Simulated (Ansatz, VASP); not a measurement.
AlGa3N4 in VASP and in Ansatz

```
CELL_PARAMETERS angstrom
4.55955 -0.15494 -0.15494
-0.15494 4.55955 -0.15494
-0.15494 -0.15494 4.55955
ATOMIC_POSITIONS crystal
Al 0.00000 0.00000 0.00000
Ga 0.50000 0.50000 0.00000
Ga 0.50000 0.00000 0.50000
Ga 0.00000 0.50000 0.50000
N 0.75481 0.75481 0.24519
N 0.75481 0.24519 0.75481
N 0.24519 0.75481 0.75481
N 0.24519 0.24519 0.24519
```

Change from the starting cell: equal engineering shear yz, xz and xy -0.0700, equal normal strain along x, y and z +0.0300.

Alike in both runs: task single point; functional LDA; k mesh 6 × 6 × 6; occupations gaussian, width 0.05 eV; no spin polarisation.

```csv
,VASP,Ansatz
version,VASP 6.6.1,Ansatz 0.2.0
potentials or method,"VASP PAW LDA potentials, release 64 (Al, Ga_d, N), cutoff 520 eV","scalar-relativistic, plane waves, PAW"
valence electrons in the cell,62,62
```

|  | VASP | Ansatz | Ansatz less VASP |
| --- | --- | --- | --- |
| gap on the k mesh at the Fermi level (eV) | 1.61 | 1.61 | -0.003 |
| least direct gap on the mesh (eV) | 1.61 | 1.61 | -0.003 |
| pressure (GPa) | -11.0 | -11.7 | -0.70 |
| traceless stress, the component that is largest in VASP (GPa) | 12.61 | 12.40 | -0.204 |
| rms of the force components (eV/Å) | 0.649 | 0.623 | -0.0259 |

Ansatz warns that its potentials were made for another functional, while VASP's fit it. LDA's correlation is that of Perdew and Zunger in VASP and of Perdew and Wang (1992) in Ansatz. Atom by atom the forces differ by 0.028 eV/Å (rms over components).
